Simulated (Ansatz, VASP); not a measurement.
## Two plane-wave programs on TiN

POSCAR

```
TiN
1.0
    0.0000000000      2.1162573850      2.1162573850
    2.1162573850      0.0000000000      2.1162573850
    2.1162573850      2.1162573850      0.0000000000
Ti N
1 1
Direct
    0.5000000000      0.5000000000      0.5000000000
    0.0000000000      0.0000000000      0.0000000000
```

The input INCAR.step1:

```
PREC = Accurate ; ENCUT = 520
ISMEAR = 0 ; SIGMA = 0.05
LREAL = F ; LASPH = T
NELM = 100 ; NBANDS = 16
GGA = PE ; ALGO = Normal
EDIFF = 1E-4 ; LWAVE = T
LCHARG = F
```

Contents of INCAR.step2:

```
PREC = Accurate ; ENCUT = 520
EDIFF = 1E-6 ; ISMEAR = 0
SIGMA = 0.05 ; LREAL = F
LASPH = T ; NELM = 100
ALGO = Normal ; ISIF = 2
LWAVE = F ; LCHARG = F
METAGGA = R2SCAN ; LMIXTAU = T
NBANDS = 16 ; ISTART = 1
```

Contents of KPOINTS:

```
regular mesh
0
Gamma
  14 14 14
```

Input for Ansatz:

```yaml
crystal:
  lattice:
    - [0.0, 2.116257385, 2.116257385]
    - [2.116257385, 0.0, 2.116257385]
    - [2.116257385, 2.116257385, 0.0]
  atoms:
    - { symbol: Ti, position: [0.5, 0.5, 0.5] }
    - { symbol: "N", position: [0.0, 0.0, 0.0] }
basis:
  ecutwfc: 500
  ecutrho_ratio: 4
kpoints:
  mp_grid: { grid: [14, 14, 14] }
hamiltonian:
  xc: r2scan
scf:
  occupations: { method: gaussian, width: 0.05 }
output:
  forces: true
  stress: true
  eigenvalues: true
```

Alike in both runs: task single point; functional r2SCAN; k mesh 14 × 14 × 14; occupations gaussian, width 0.05 eV; no spin polarisation.

```csv
,VASP,Ansatz
version,VASP 6.6.1,Ansatz 0.2.0
potentials or method,"VASP PAW PBE potentials, release 64 (Ti_sv, N), cutoff 520 eV","scalar-relativistic, plane waves, PAW"
valence electrons in the cell,17,17
```

|  | VASP | Ansatz | Ansatz less VASP |
| --- | --- | --- | --- |
| gap on the k mesh at the Fermi level (eV) | none | none | - |
| pressure (GPa) | 1.5 | 0.0 | -1.51 |

VASP's potentials were made for PBE, not for r2SCAN. A gap of «none» marks a metal or a gap that the smearing closes.
